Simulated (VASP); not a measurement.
# Fe in VASP: settings compared, part 3 of 3

VASP 6.6.1.

## 5. Relaxation of cell and atoms, PBE+D3(BJ), collinear spin, ferromagnetic start

Input file INCAR:

```
SYSTEM = Fe
PREC = Accurate
ENCUT = 600
EDIFF = 1E-6
ISMEAR = -1
SIGMA = 0.05
LREAL = .False.
LASPH = .True.
NELM = 150
ALGO = Normal
ISIF = 3
LWAVE = .False.
LCHARG = .False.
ISPIN = 2
MAGMOM = 3
LORBIT = 11
LMAXMIX = 4
GGA = PE
IVDW = 12
IBRION = 2
NSW = 80
EDIFFG = -0.01
```

Input file KPOINTS:

```
Automatic mesh
0
Gamma
  13 13 13
  0 0 0
```

Input file POSCAR:

```
Fe
1.0
   -1.4430000000      1.4430000000      1.4430000000
    1.4430000000     -1.4430000000      1.4430000000
    1.4430000000      1.4430000000     -1.4430000000
Fe
1
Direct
    0.0000000000      0.0000000000      0.0000000000
```

Potentials or basis: VASP PAW PBE potentials, release 64 (Fe).

Launch:

```sh
> cat potpaw_PBE.64/Fe/POTCAR > POTCAR
> mpirun -np 1 vasp_std > vasp.out
```

OUTCAR:

```text
SYSTEM = Fe
   PREC = Accurate
   ENCUT = 600
   EDIFF = 1E-6
   ISMEAR = -1
   LREAL = .False.
   LASPH = .True.
   NELM = 150
   ISIF = 3
   ISPIN = 2
   LORBIT = 11
   GGA = PE
   IVDW = 12
   IBRION = 2
   NSW = 80
   EDIFFG = -0.01
 IVDW          = 12

 ion  position               nearest neighbor table
   1  0.000  0.000  0.000-

  LATTYP: Found a body centered cubic cell.
 ALAT       =     2.8860000000

  Lattice vectors:

 A1 = (  -1.4430000000,   1.4430000000,   1.4430000000)
 A2 = (   1.4430000000,  -1.4430000000,   1.4430000000)
 A3 = (   1.4430000000,   1.4430000000,  -1.4430000000)

Analysis of symmetry for initial positions (statically):
=====================================================================
 Subroutine PRICEL returns:
 Original cell was already a primitive cell.

 Routine SETGRP: Setting up the symmetry group for a
 body centered cubic supercell.

 Subroutine GETGRP returns: Found 48 space group operations
 (whereof 48 operations were pure point group operations)
 out of a pool of 48 trial point group operations.

The static configuration has the point symmetry O_h .

Analysis of symmetry for dynamics (positions and initial velocities):
=====================================================================
 Subroutine PRICEL returns:
 Original cell was already a primitive cell.

 Routine SETGRP: Setting up the symmetry group for a
 body centered cubic supercell.

 Subroutine GETGRP returns: Found 48 space group operations
 (whereof 48 operations were pure point group operations)
 out of a pool of 48 trial point group operations.

The dynamic configuration has the point symmetry O_h .

Analysis of structural, dynamic, and magnetic symmetry:
=====================================================================
 Subroutine PRICEL returns:
 Original cell was already a primitive cell.

 Routine SETGRP: Setting up the symmetry group for a
 body centered cubic supercell.

 Subroutine GETGRP returns: Found 48 space group operations
 (whereof 48 operations were pure point group operations)
 out of a pool of 48 trial point group operations.

The overall configuration has the point symmetry O_h .

 Subroutine INISYM returns: Found 48 space group operations
 (whereof 48 operations are pure point group operations),
 and found     1 'primitive' translations

----------------------------------------------------------------------------------------

                                     Primitive cell

  volume of cell :      12.0187

  direct lattice vectors                    reciprocal lattice vectors
    -1.443000000  1.443000000  1.443000000     0.000000000  0.346500347  0.346500347
     1.443000000 -1.443000000  1.443000000     0.346500347  0.000000000  0.346500347
     1.443000000  1.443000000 -1.443000000     0.346500347  0.346500347  0.000000000

  length of vectors
     2.499349315  2.499349315  2.499349315     0.490025489  0.490025489  0.490025489

  position of ions in fractional coordinates (direct lattice)
     0.000000000  0.000000000  0.000000000

  ion indices of the primitive-cell ions
   primitive index   ion index
                 1           1

----------------------------------------------------------------------------------------

 KPOINTS: Automatic mesh

Automatic generation of k-mesh.
 Grid dimensions read from file:
 generate k-points for:   13   13   13

[... 25 lines left out ...]
  0.384615  0.000000  0.000000     12.000000
[... 16 lines left out ...]
  0.153846  0.076923  0.076923     24.000000
  0.230769  0.076923  0.076923     24.000000
 [... further k-points ...]
   k-points           NKPTS =     84   k-points in BZ     NKDIM =     84   number of bands    NBANDS=     10
   number of dos      NEDOS =    301   number of ions     NIONS =      1
   total plane-waves  NPLWV =   8000
   dimension x,y,z NGX =    20 NGY =   20 NGZ =   20
   dimension x,y,z NGXF=    40 NGYF=   40 NGZF=   40
   ions per type =               1
   NGX,Y,Z   is equivalent  to a cutoff of  13.30, 13.30, 13.30 a.u.
   NGXF,Y,Z  is equivalent  to a cutoff of  26.61, 26.61, 26.61 a.u.
 SYSTEM =  Fe
   PREC   = accura    normal or accurate (medium, high low for compatibility)
   ISTART =      0    job   : 0-new  1-cont  2-samecut
   ICHARG =      2    charge: 1-file 2-atom 10-const
   ISPIN  =      2    spin polarized calculation?
   LNONCOLLINEAR =      F non collinear calculations
   LSORBIT =      F    spin-orbit coupling
   LASPH  =      T    aspherical Exc in radial PAW
   ENCUT  =  600.0 eV  44.10 Ry    6.64 a.u.   4.99  4.99  4.99*2*pi/ulx,y,z
   NELM   =    150;   NELMIN=  2; NELMDL= -5     # of ELM steps
   EDIFF  = 0.1E-05   stopping-criterion for ELM
   LREAL  =      F    real-space projection
   EDIFFG = -.1E-01   stopping-criterion for IOM
   NSW    =     80    number of steps for IOM
   IBRION =      2    ionic relax: 0-MD 1-quasi-New 2-CG
   NFREE  =      1    steps in history (QN), initial steepest desc. (CG)
   ISIF   =      3    stress and relaxation
   ISYM   =      2    0-nonsym 1-usesym 2-fastsym
   POTIM  = 0.5000    time-step for ionic-motion
   TEBEG  =    0.0;   TEEND  =   0.0 temperature during run
   PSTRESS=    0.0 pullay stress
   NELECT =       8.0000    total number of electrons
   NUPDOWN=      -1.0000    fix difference up-down
   EMIN   =  10.00;   EMAX   =-10.00  energy-range for DOS
   EFERMI =   0.00;   METHOD = LEGACY
   ISMEAR =    -1;   SIGMA  =   0.05  broadening in eV -4-tet -1-fermi 0-gaus
   EFERMI_NEDOS =   21; number of points for ismear=-14 and -15
   IALGO  =     38    algorithm
   IMIX   =      4    mixing-type and parameters
     AMIX     =   0.40;   BMIX     =  1.00
     AMIX_MAG =   1.60;   BMIX_MAG =  1.00
  volume/ion in A,a.u.               =      12.02        81.11
  Fermi-wavevector in a.u.,A,eV,Ry     =   1.429394  2.701162 27.798962  2.043166
  Thomas-Fermi vector in A             =   2.549352
   LORBIT       =     11    0 simple, 1 ext, 2 COOP (PROOUT), +10 PAW based schemes
   GGA     = PE    functional components
   LHFCALC =     F    Hartree Fock is set to
   AEXX    =    0.0000 exact exchange contribution
   IVDW    =    12    specifies the selected vdW correction
   LEPSILON=     F    determine dielectric tensor
   LRPA    =     F    only Hartree local field effects (RPA)
 conjugate gradient relaxation of ions
 spin polarized calculation
  energy-cutoff  :      600.00
  volume of cell :       12.02
 maximum number of plane-waves:       415
   NGX =  9   NGY =  9   NGZ =  9

--------------------------------------- Ionic step        1  -------------------------------------------

 number of electron       7.9999995 magnetization       2.2853543

 Free energy of the ion-electron system (eV)
  ---------------------------------------------------
  ext. energy  EPLUGINS =         0.00000000
  ---------------------------------------------------
  free energy    TOTEN  =        -8.22100393 eV

  energy without entropy =       -8.21075040  energy(sigma->0) =       -8.21587716

------------------------ aborting loop because EDIFF is reached ----------------------------------------

 Edisp (eV)   -0.33713

 E8    (eV) :    -0.1504
[... 69 lines left out ...]
--------------------------------------- Ionic step        3  -------------------------------------------

 number of electron       8.0000004 magnetization       2.0932019

 Free energy of the ion-electron system (eV)
  ---------------------------------------------------
  ext. energy  EPLUGINS =         0.00000000
  ---------------------------------------------------
  free energy    TOTEN  =        -8.23943570 eV

  energy without entropy =       -8.23097546  energy(sigma->0) =       -8.23520558

 E-fermi :   6.1986     XC(G=0): -13.3036

 val. band max:        6.1954816887   @ k =   0.1538   0.0000   0.0000
 cond. band min:       6.1989960231   @ k =  -0.1538   0.1538   0.1538
 fundamental gap:      0.0035143344
 Fermi energy:         6.1985988290

 spin component 1

 k-point     1 :       0.0000    0.0000    0.0000
  band No.  band energies     occupation
      1      -2.4583      1.00000
      2       3.8263      1.00000
      3       3.8263      1.00000
      4       3.8263      1.00000
      5       5.0805      1.00000
      6       5.0805      1.00000
      7      31.5055      0.00000
      8      31.5055      0.00000
      9      31.5055      0.00000
     10      36.7975      0.00000
[... 287 lines left out ...]
 k-point    24 :       0.2308    0.0769    0.0769
  band No.  band energies     occupation
      1       1.0067      1.00000
      2       2.9508      1.00000
      3       3.3711      1.00000
      4       5.0427      1.00000
      5       5.1965      1.00000
      6       6.3854      0.02328
      7      19.9383      0.00000
      8      23.9794      0.00000
      9      26.1218      0.00000
     10      33.3838      0.00000

 [... further k-points ...]

 spin component 2

 k-point     1 :       0.0000    0.0000    0.0000
  band No.  band energies     occupation
      1      -2.2936      1.00000
      2       5.6196      0.99999
      3       5.6197      0.99999
      4       5.6198      0.99999
      5       7.7758      0.00000
      6       7.7760      0.00000
      7      31.2675      0.00000
      8      31.2675      0.00000
      9      31.2675      0.00000
     10      37.0167      0.00000
[... 331 lines left out ...]
  FREE ENERGIE OF THE ION-ELECTRON SYSTEM (eV)
  ---------------------------------------------------
  free  energy   TOTEN  =        -8.6091588838 eV

  energy  without entropy=       -8.6006986452  energy(sigma->0) =       -8.60492876

 reached required accuracy - stopping structural energy minimisation

 total charge

# of ion       s       p       d       tot
------------------------------------------
    1        0.501   0.570   6.267   7.338

 magnetization (x)

# of ion       s       p       d       tot
------------------------------------------
    1       -0.013  -0.057   2.155   2.086
```

OSZICAR:

```text
N       E                     dE             d eps       ncg     rms          rms(c)
DAV:   1     0.203621517057E+02    0.20362E+02   -0.43802E+03  3512   0.106E+03
DAV:   2    -0.855917305741E+01   -0.28921E+02   -0.26695E+02  3402   0.138E+02
[... 28 lines left out ...]
DAV:   4    -0.824227715979E+01    0.33488E-02   -0.24138E-03  3760   0.774E-01    0.518E-01
DAV:   5    -0.823938600968E+01    0.28912E-02   -0.42404E-03  3550   0.661E-01    0.905E-02
DAV:   6    -0.823942600669E+01   -0.39997E-04   -0.10330E-04  3526   0.113E-01    0.370E-02
DAV:   7    -0.823943163199E+01   -0.56253E-05   -0.98465E-06  3514   0.519E-02    0.234E-02
DAV:   8    -0.823943567190E+01   -0.40399E-05   -0.30042E-06  3492   0.224E-02    0.467E-03
DAV:   9    -0.823943570300E+01   -0.31106E-07   -0.14258E-07  1682   0.480E-03
   3 F= -.86091589E+01 E0= -.86049288E+01  d E =-.510271E-01  mag=     2.0932
```

Wall time 81 s (1 thread of Intel Xeon 8259CL, shared host); peak memory 0.16 GiB.

Results:

```
Free energy                                           : -8.6092 eV
Relaxed volume                                        : 11.00 Å³/atom
Relaxed cell                                          : a = 2.426 Å, b = 2.426 Å, c = 2.426 Å, α = 109.47°, β = 109.47°, γ = 109.47°
Space group after relaxing (to 0.1 Å)                 : Im-3m (No. 229)
Energy gained by relaxing                             : 51.0 meV/atom
Ionic steps                                           : 3
Pressure after relaxing                               : 0.1 GPa
Net moment                                            : 2.09 μB per cell
Site moments                                          : Fe +2.09 μB
Valence electrons inside the program's atomic spheres : Fe 7.34
Dispersion energy per atom                            : -0.370 eV
```

The path:
| step | energy change (eV) | largest force (eV/Å) | pressure (GPa) | volume (Å³) |
| --- | --- | --- | --- | --- |
| 1 | 0.0000 | 0.0000 | -13.87 | 12.02 |
| 2 | -0.0169 | 0.0000 | 16.63 | 10.30 |
| 3 | -0.0510 | 0.0000 | 0.06 | 11.00 |

Final structure:
```
Fe
1.0
    -1.40093    1.40093    1.40093
     1.40093   -1.40093    1.40093
     1.40093    1.40093   -1.40093
Fe
1
Direct
  0.00000 0.00000 0.00000
```

## 6. Single point, PBE, collinear spin, ferromagnetic start (the cell strained at random)

Input file INCAR:

```
SYSTEM = Fe
PREC     = Accurate       ! precision mode
ENCUT    = 520            ! plane-wave cutoff, eV
EDIFF    = 1E-6           ! SCF threshold, eV
ISMEAR   = -1             ! smearing method
SIGMA    = 0.05           ! smearing width, eV
LREAL    = .False.        ! projectors in reciprocal space
LASPH    = .True.         ! aspherical terms in the spheres
NELM     = 150            ! most SCF steps
ALGO     = Normal         ! electronic algorithm
ISIF     = 2              ! what is computed and relaxed
LWAVE    = .False.        ! write WAVECAR
LCHARG   = .True.         ! write CHGCAR
ISPIN    = 2              ! spin polarisation
MAGMOM   = 3              ! initial moments
LORBIT   = 11             ! projections on sites
LMAXMIX  = 4              ! l up to which the mixer works
GGA      = PE             ! functional
LELF     = .True.         ! ELF
LVHAR    = .True.       
NBANDS   = 14             ! bands
```

KPOINTS is that of step 5.

Input file POSCAR:

```
Fe
1.0
   -1.4815330000      1.4342380000      1.4590090000
    1.4675270000     -1.4309640000      1.4417290000
    1.4535380000      1.4029680000     -1.4557350000
Fe
1
Direct
   -0.0127860000     -0.0069470000     -0.0146850000
```

Potentials or basis: VASP PAW PBE potentials, release 64 (Fe).

Launch:

```sh
> cat potpaw_PBE.64/Fe/POTCAR > POTCAR
> mpirun -np 1 vasp_std > vasp.out
```

OUTCAR:

```text
SYSTEM = Fe
   PREC = Accurate
   ENCUT = 520
   EDIFF = 1E-6
   ISMEAR = -1
   LREAL = .False.
   LASPH = .True.
   NELM = 150
   ISIF = 2
   ISPIN = 2
   LORBIT = 11
   GGA = PE

 ion  position               nearest neighbor table
   1  0.987  0.993  0.985-

  LATTYP: Found a triclinic cell.
 ALAT       =     4.0529821001
 B/A-ratio  =     0.6143701914
 C/A-ratio  =     1.0108430306
 COS(alpha) =     0.0011253521
 COS(beta)  =     0.5103909847
 COS(gamma) =     0.8098968970

  Lattice vectors:

 A1 = (  -0.0139890000,   2.8339320000,  -2.8974640000)
 A2 = (   1.4535380000,   1.4029680000,  -1.4557350000)
 A3 = (  -2.9070590000,   0.0247220000,  -2.8867320000)

Analysis of symmetry for initial positions (statically):
=====================================================================
 Subroutine PRICEL returns:
 Original cell was already a primitive cell.

 Routine SETGRP: Setting up the symmetry group for a
 triclinic supercell.

 Subroutine GETGRP returns: Found  2 space group operations
 (whereof  1 operations were pure point group operations)
[... 612 lines left out ...]
     12      36.5819      0.00000
     13      37.1204      0.00000
     14      37.3857      0.00000
[... 379 lines left out ...]
      3       4.4228      1.00000
      4       6.6189      0.00000
      5       7.1180      0.00000
      6       7.4765      0.00000
      7      19.1296      0.00000
      8      21.0228      0.00000
      9      26.2903      0.00000
     10      30.0653      0.00000
     11      34.8014      0.00000
     12      36.5013      0.00000
     13      41.3232      0.00000
     14      43.2209      0.00000

 [... further k-points ...]

------------------------ aborting loop because EDIFF is reached ----------------------------------------

  FORCE on cell =-STRESS in cart. coord.  units (eV):
  Direction    XX          YY          ZZ          XY          YZ          ZX
  --------------------------------------------------------------------------------------
  -------------------------------------------------------------------------------------
  Total       -0.7455527     -0.5546196     -0.7017840      0.0896855     -0.0015105      0.0464777
  in kB      -99.3870958    -73.9344476    -93.5524335     11.9556646     -0.2013632      6.1957810
  external PRESSURE =     -88.9579923 kB  Pullay stress =       0.0000000 kB

 VOLUME and BASIS-vectors are now :
 -----------------------------------------------------------------------------
  energy-cutoff  :      520.00
  volume of cell :       12.02
      direct lattice vectors                 reciprocal lattice vectors
    -1.481533000  1.434238000  1.459009000     0.005025878  0.352111635  0.344366702
     1.467527000 -1.430964000  1.441729000     0.344030512  0.002994858  0.346397602
     1.453538000  1.402968000 -1.455735000     0.345757688  0.355869590  0.001267803

 POSITION                                       TOTAL-FORCE (eV/Angst)
 -----------------------------------------------------------------------------------
      1.42693      1.37724      1.43771         0.000000      0.000000      0.000000
 -----------------------------------------------------------------------------------
    total drift:                                0.000005      0.000003      0.000004

  FREE ENERGIE OF THE ION-ELECTRON SYSTEM (eV)
  ---------------------------------------------------
  free  energy   TOTEN  =        -8.2187453590 eV

  energy  without entropy=       -8.2085853524  energy(sigma->0) =       -8.21366536

 total charge

# of ion       s       p       d       tot
------------------------------------------
    1        0.464   0.492   6.203   7.158

 magnetization (x)

# of ion       s       p       d       tot
------------------------------------------
    1       -0.014  -0.057   2.374   2.303
```

stdout:

```text
POSCAR found type information on POSCAR Fe
 POSCAR found :  1 types and       1 ions
 scaLAPACK will be used
 LDA part: xc-table for (Slater+PW92), standard interpolation
 POSCAR, INCAR and KPOINTS ok, starting setup
 FFT: planning ... GRIDC
 FFT: planning ... GRID_SOFT
 FFT: planning ... GRID
 WAVECAR not read
 entering main loop
```

It took 3.6 min on 1 thread of Intel Xeon Platinum 8375C at 2.90GHz (Ice Lake), shared host; peak memory 0.37 GiB.

Results:

```
Free energy                                           : -8.2187 eV
Pressure                                              : -8.9 GPa
Net moment                                            : 2.29 μB per cell
Site moments                                          : Fe +2.30 μB
Valence electrons inside the program's atomic spheres : Fe 7.16
```

Caveat: the cell differs from its parent crystal (the cell strained at random); the cell stands under tension.

## 7. Overview

| task | level | cell | cutoff (eV) | smearing | gap on the mesh (eV) | pressure (GPa) | moment (μB) | relaxed volume (Å³/atom) |
| --- | --- | --- | --- | --- | --- | --- | --- | --- |
| single point | PBE | a = 2.499 Å, angles 109.5°, 1 atom | 520 | gaussian 0.014 eV | none | -9.3 | 2.28 | - |
| relaxation of cell and atoms | revPBE+D3(BJ) | relaxed from a = 2.499 Å, angles 109.5°, 1 atom | 600 | fermi-dirac 0.05 eV | none | 0.1 | 2.10 | 10.96 |
| relaxation of cell and atoms | PBEsol+D4 | relaxed from a = 2.499 Å, angles 109.5°, 1 atom | 600 | fermi-dirac 0.05 eV | none | 0.2 | 2.05 | 10.64 |
| relaxation of cell and atoms | PBE+D3(BJ) | relaxed from a = 2.499 Å, angles 109.5°, 1 atom | 600 | fermi-dirac 0.05 eV | none | 0.1 | 2.09 | 11.00 |
| single point | PBE | a = 2.526, b = 2.506, c = 2.490 Å, angles 108.4, 111.1, 109.6°, 1 atom | 520 | fermi-dirac 0.05 eV | none | -8.9 | 2.29 | - |

Alike in all rows: potentials or basis VASP PAW PBE potentials, release 64 (Fe); spin collinear, ferromagnetic start; k mesh 13 × 13 × 13.

Caveats: the cell stands under tension (at least some runs); the PAW data sets were made with another functional, which shifts forces and pressure a little (at least some runs).

Absolute energies hang on the potentials; compare differences alone.
